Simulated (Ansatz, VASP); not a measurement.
**One calculation of Zr7CoO16, two programs**

Contents of INCAR:

```
SYSTEM = Zr7CoO16
  PREC = Accurate
  ENCUT = 600
  EDIFF = 1E-6
  ISMEAR = 0
  SIGMA = 0.05
  LREAL = .FALSE.
  LASPH = .TRUE.
  NELM = 200
  ALGO = Normal
  ISIF = 2
  LWAVE = .FALSE.
  LCHARG = .FALSE.
  ISPIN = 2
  MAGMOM = 2.33 0 0 0 0 0 0 0 0.26 -0.01 0.04 0 0 0 0 0.03 0 -0.01 -0.04 0 0 0 0.04 0
  LORBIT = 11
  LMAXMIX = 4
  LDAU = .TRUE.
  LDAUTYPE = 2
  LDAUL = 2 -1 -1
  LDAUU = 4 0 0
  LDAUJ = 0 0 0
  LDAUPRINT = 1
  GGA = PS
  NBANDS = 116
  GGA_COMPAT = .FALSE.
  KPAR = 4
```

The input KPOINTS:

```
regular mesh
0
G
  3 3 3
  0 0 0
```

The input POSCAR:

```
Zr7CoO16
1.0
   10.2840800000      0.0000000000      0.0000000000
    5.1420400000      5.2086900000      0.0000000000
    4.2956000000      0.0000000000      5.2419900000
Co Zr O
1 7 16
Direct
    0.0068164376      0.0505627012      0.1629537776
    0.5080195274      0.0439870511      0.2154572255
    0.9416031450      0.5346591041      0.3022182261
    0.4414473278      0.5464290120      0.2874111426
    0.4819110574      0.9559208534      0.7967311292
    0.9906037955      0.9571940525      0.7775257486
    0.5594141896      0.4490768270      0.7108376147
    0.0499764110      0.4697677826      0.7109948808
    0.7152919879      0.3130576863      0.3393078573
    0.1914957621      0.3273959310      0.3550381709
    0.9877961765      0.8322675682      0.1395582150
    0.4868615714      0.8188802391      0.1473549954
    0.8042713333      0.6829990648      0.6484462056
    0.3121987160      0.6689005449      0.6408994340
    0.5122593061      0.1771503312      0.8573374890
    0.0350697823      0.1631749052      0.8376627924
    0.6049262672      0.7632881829      0.4785407772
    0.1039099876      0.7687304478      0.4730795062
    0.1204446759      0.2408937279      0.0418843908
    0.6355852917      0.2454464963      0.0323107969
    0.8775599230      0.2733954474      0.5550209038
    0.3836414874      0.2511993655      0.5325270808
    0.3761263756      0.7281754582      0.9744082893
    0.8727694648      0.7374472192      0.9824933504
```

Input for Ansatz:

```yaml
crystal:
  lattice:
    - [10.28408, 0.0, 0.0]
    - [5.14204, 5.20869, 0.0]
    - [4.2956, 0.0, 5.24199]
  atoms:
    - { symbol: Co, position: [0.0068164376, 0.0505627012, 0.1629537776], spin: 2.5 }
    - { symbol: Zr, position: [0.5080195274, 0.0439870511, 0.2154572255] }
    - { symbol: Zr, position: [0.941603145, 0.5346591041, 0.3022182261] }
    - { symbol: Zr, position: [0.4414473278, 0.546429012, 0.2874111426] }
    - { symbol: Zr, position: [0.4819110574, 0.9559208534, 0.7967311292] }
    - { symbol: Zr, position: [0.9906037955, 0.9571940525, 0.7775257486] }
    - { symbol: Zr, position: [0.5594141896, 0.449076827, 0.7108376147] }
    - { symbol: Zr, position: [0.049976411, 0.4697677826, 0.7109948808] }
    - { symbol: O, position: [0.7152919879, 0.3130576863, 0.3393078573] }
    - { symbol: O, position: [0.1914957621, 0.327395931, 0.3550381709] }
    - { symbol: O, position: [0.9877961765, 0.8322675682, 0.139558215] }
    - { symbol: O, position: [0.4868615714, 0.8188802391, 0.1473549954] }
    - { symbol: O, position: [0.8042713333, 0.6829990648, 0.6484462056] }
    - { symbol: O, position: [0.312198716, 0.6689005449, 0.640899434] }
    - { symbol: O, position: [0.5122593061, 0.1771503312, 0.857337489] }
    - { symbol: O, position: [0.0350697823, 0.1631749052, 0.8376627924] }
    - { symbol: O, position: [0.6049262672, 0.7632881829, 0.4785407772] }
    - { symbol: O, position: [0.1039099876, 0.7687304478, 0.4730795062] }
    - { symbol: O, position: [0.1204446759, 0.2408937279, 0.0418843908] }
    - { symbol: O, position: [0.6355852917, 0.2454464963, 0.0323107969] }
    - { symbol: O, position: [0.877559923, 0.2733954474, 0.5550209038] }
    - { symbol: O, position: [0.3836414874, 0.2511993655, 0.5325270808] }
    - { symbol: O, position: [0.3761263756, 0.7281754582, 0.9744082893] }
    - { symbol: O, position: [0.8727694648, 0.7374472192, 0.9824933504] }
basis:
  ecutwfc: 420
  ecutrho_ratio: 4
kpoints:
  mp_grid: { grid: [3, 3, 3] }
hamiltonian:
  xc: pbesol
  hubbard: { sites: [{ site: 0, l: d, u_eff: 4.0 }] }
scf:
  occupations: { method: gaussian, width: 0.05 }
  lower_state_search: "off"
  max_iter: 150
output:
  forces: true
  stress: true
  eigenvalues: true
  populations: true
  hubbard: { sites: [{ site: 0, l: d }] }
magnetization:
  spin_polarized: true
  initial_magnetization: 2.5
  spin_locking: { lock_magnetization: soft, n_iters: 6 }
```

Alike in both runs: task single point; functional PBEsol; k mesh 3 × 3 × 3; occupations gaussian, width 0.05 eV; collinear spin; Hubbard terms Co d U = 4.0 eV.

|  | VASP | Ansatz |
| --- | --- | --- |
| version | VASP 6.6.1 | Ansatz 0.2.0 |
| potentials or method | VASP PAW PBE potentials, release 64 (Co, Zr_sv, O), cutoff 600 eV | scalar-relativistic, plane waves, PAW |
| valence electrons in the cell | 189 | 197 |

|  | VASP | Ansatz | Ansatz less VASP |
| --- | --- | --- | --- |
| gap on the k mesh at the Fermi level (eV) | 0.52 | 0.40 | -0.125 |
| least direct gap on the mesh (eV) | 0.57 | 0.40 | -0.174 |
| pressure (GPa) | -3.0 | -3.4 | -0.43 |
| traceless stress, the component that is largest in VASP (GPa) | 1.84 | 1.50 | -0.346 |
| rms of the force components (eV/Å) | 0.140 | 0.011 | -0.1291 |
| net moment per atom (μB) | 0.21 | 0.13 | -0.083 |
| size of the moment on the site where the two differ most (μB) | 3.23 | 2.33 | -0.902 |

VASP's potentials were made for PBE, not for PBEsol. Site moments also hang on the region over which each program counts them. The programs project onto different local orbitals, so the same U acts differently, and such runs can settle in different states. Atom by atom the forces differ by 0.136 eV/Å (rms over components). VASP's potentials hold 189 valence electrons a cell and Ansatz's 197, so a difference there can come from the potentials and not from the codes. Ansatz's warnings: stress scf threshold loose.
